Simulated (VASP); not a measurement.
BaTe (zincblende type):

```
CELL_PARAMETERS angstrom
0.00000 3.21951 3.21951
3.21951 0.00000 3.21951
3.21951 3.21951 0.00000
ATOMIC_POSITIONS crystal
Ba 0.00000 0.00000 0.00000
Te 0.25000 0.25000 0.25000
```

| Quantity | Value |
| --- | --- |
| Program | VASP 6.6.1 |
| Task | relaxation of cell and atoms |
| Functional | PBE |
| Potentials or basis | VASP PAW PBE potentials, release 64 (Ba_sv, Te) |
| Cutoff | 600 eV |
| k mesh | 11 × 11 × 11 |
| Occupations | fermi-dirac, width 0.05 eV |
| Spin | no spin polarisation |

At the start: pressure 36.1 GPa; volume 33.37 Å³/atom.

Q: Where does the relaxation end?

A: Over 5 steps the energy falls by 1873.3 meV/atom and the volume is 60.64 Å³/atom (+81.7 %); space group F-43m (No. 216, to 0.1 Å) before and after.

Step by step:
| step | energy change (eV) | largest force (eV/Å) | pressure (GPa) | volume (Å³) |
| --- | --- | --- | --- | --- |
| 1 | 0.0000 | 0.0000 | 36.10 | 66.74 |
| 2 | -3.1403 | 0.0000 | -3.06 | 168.89 |
| 3 | -3.7431 | 0.0000 | 0.43 | 118.56 |
| 4 | -3.7457 | 0.0000 | -0.20 | 122.62 |
| 5 | -3.7466 | 0.0000 | 0.00 | 121.28 |

Final structure:
```
Ba Te
1.0
     0.00000    3.92869    3.92869
     3.92869    0.00000    3.92869
     3.92869    3.92869    0.00000
Ba Te
1 1
Direct
  0.00000 0.00000 0.00000
  0.25000 0.25000 0.25000
```

Caveat: the volume moved by over 15 % at a fixed basis, so the end points are rough.
